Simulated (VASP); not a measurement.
Runs of VASP 6.6.1 on BaS (rocksalt type). The structure is that of space group Fm-3m (No. 225), or close to it. The cells are those of the table. 

```csv
cell,gap on the mesh (eV),pressure (GPa)
"a = 3.899 Å, angles 60.0°, 2 atoms",none,(a)
"a = 4.081 Å, angles 60.0°, 2 atoms",0.93,24.0
"a = 3.519 Å, angles 60.0°, 2 atoms",none,136.8
"a = 3.346 Å, angles 60.0°, 2 atoms",none,207.9
"a = 4.248 Å, angles 60.0°, 2 atoms",1.50,(b)
```

Alike in all rows: task single point; level LDA; potentials or basis VASP PAW LDA potentials, release 64 (Ba_sv, S); no spin polarisation; k mesh 11 × 11 × 11; cutoff (eV) 500; smearing fermi-dirac 0.1 eV.

**Question.** Estimate the missing entries.

**Answer.** (a) 48.2; (b) 10.0.

Caveats: the cell stands under pressure; spin-orbit coupling is left out, which moves the levels of the heavy elements; an odd mesh through Γ misses points on the zone boundary, where band edges can lie (at least some runs); semilocal functionals underestimate gaps, and a narrow one can read as zero (at least some runs).

A k mesh can miss the band edges, and the runs leave out spin-orbit coupling on Ba.

A gap of «none» marks levels without a gap at the run's occupations.
